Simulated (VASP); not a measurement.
Wanted: the native input for a VASP 6.6.1 run.

```
Task                   : single point
Functional             : PBEsol
Potentials or basis    : VASP PAW PBE potentials, release 64 (Na_pv)
Cutoff                 : 520 eV
k mesh                 : 16 × 16 × 16
Occupations            : gaussian, width 0.15 eV
Spin                   : no spin polarisation
Dipole correction      : no
Further INCAR settings : ALGO = Normal; EDIFF = 1e-07; NBANDS = 10
```

The structure of Na lies in POSCAR:

```
Na
1.0
   -2.2286687500      2.2286687500      2.1175000000
    2.2286687500     -2.2286687500      2.1175000000
    2.2286687500      2.2286687500     -2.1175000000
Na
1
Direct
    0.0000000000      0.0000000000      0.0000000000
```

This cell differs from its parent crystal: strain +0.0525 x Voigt [1, 1, 0, 0, 0, 0].

One way to write it, as run:

INCAR

```
PREC = Accurate
ENCUT = 520
EDIFF = 1E-7
ISMEAR = 0
SIGMA = 0.15
LREAL = False
LASPH = True
NELM = 60
ALGO = Normal
ISIF = 2
LWAVE = False
LCHARG = False
GGA = PS
NBANDS = 10
```

KPOINTS

```
Automatic mesh
0
Gamma
  16 16 16
```

Potentials or basis: VASP PAW PBE potentials, release 64 (Na_pv).

The run is started by

```sh
$ cat potpaw_PBE.64/Na_pv/POTCAR > POTCAR
$ mpirun -np 1 vasp_std > vasp.out
```

Results of the run:

```yaml
Pressure: -0.9 GPa
Band_gap_on_the_k_mesh: zero (an odd number of electrons rules out a gap without spin polarisation)
```

Caveat: the cell differs from its parent crystal (strain +0.0525 x Voigt [1, 1, 0, 0, 0, 0]); the PAW data sets were made with another functional, which shifts forces and pressure a little.

It took 100 s on 1 thread of Intel Xeon 8259CL (shared host), peak memory 0.24 GiB.
